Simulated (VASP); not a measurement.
# TaN: single point with r2SCAN

TaN:

```
Ta N
1.0
     2.23124    2.23124    0.00000
    -2.23124    2.23124    0.00000
     0.00000    0.00000    4.36568
Ta N
2 2
Cartesian
  0.0000 2.2312 0.0000
  0.0000 0.0000 2.1828
  0.0000 0.0000 0.0000
  0.0000 2.2312 2.1828
```

This cell differs from its parent crystal: biaxial strain in the a-b plane: +1.5 %, then relaxed in part.

```
Program                : VASP 6.6.1
Task                   : single point
Functional             : r2SCAN
Potentials or basis    : VASP PAW PBE potentials, release 64 (Ta_pv, N)
Cutoff                 : 520 eV
k mesh                 : 16 × 16 × 12
Occupations            : gaussian, width 0.1 eV
Spin                   : no spin polarisation
Dipole correction      : no
Further INCAR settings : ALGO = Normal; EDIFF = 1e-06; NBANDS = 24
```

```json
{
 "Pressure": "-5.5 GPa",
 "Band gap on the k mesh": "zero (bands 16 and 17 overlap by 3.94 eV)"
}
```

Stress tensor (GPa, compression positive):
```
-9.15  0.00  0.00
 0.00 -9.15  0.00
 0.00  0.00  1.81
```

Levels at points of the mesh, in eV from the Fermi level:
| k point | band 12 | band 13 | band 14 | band 15 | band 16 | band 17 | band 18 | band 19 | band 20 | band 21 |
| --- | --- | --- | --- | --- | --- | --- | --- | --- | --- | --- |
| (0.00, 0.00, 0.00) | -5.02 | -4.11 | -4.11 | -4.02 | -2.18 | -2.18 | -1.93 | -0.01 | 0.15 | 1.73 |
| (0.50, 0.00, 0.00) | -7.42 | -6.77 | -6.77 | 0.32 | 0.32 | 0.52 | 0.52 | 1.63 | 1.63 | 3.29 |
| (0.50, 0.50, 0.00) | -5.44 | -4.94 | -4.94 | -4.87 | -4.87 | 2.10 | 2.10 | 3.28 | 3.28 | 3.56 |
| (0.00, 0.00, 0.50) | -5.30 | -5.30 | -5.30 | -4.04 | -4.04 | 0.97 | 0.97 | 1.75 | 1.75 | 1.75 |
| (0.50, 0.00, 0.50) | -7.84 | -7.83 | -7.83 | 1.76 | 1.76 | 1.95 | 1.95 | 2.03 | 2.03 | 4.01 |
| (0.50, 0.50, 0.50) | -7.19 | -7.19 | -7.19 | 0.05 | 0.05 | 0.05 | 0.05 | 3.29 | 3.29 | 3.79 |

Run time: 9.6 min on 1 thread of AMD EPYC 7R13 Processor (Zen 3), with other jobs on the host, peak memory 0.34 GiB.

Caveat: the cell differs from its parent crystal (biaxial strain in the a-b plane: +1.5 %, then relaxed in part); the cell stands under tension; the PAW data sets were made with another functional, which shifts forces and pressure a little; spin-orbit coupling is left out, which moves the levels of the heavy elements.
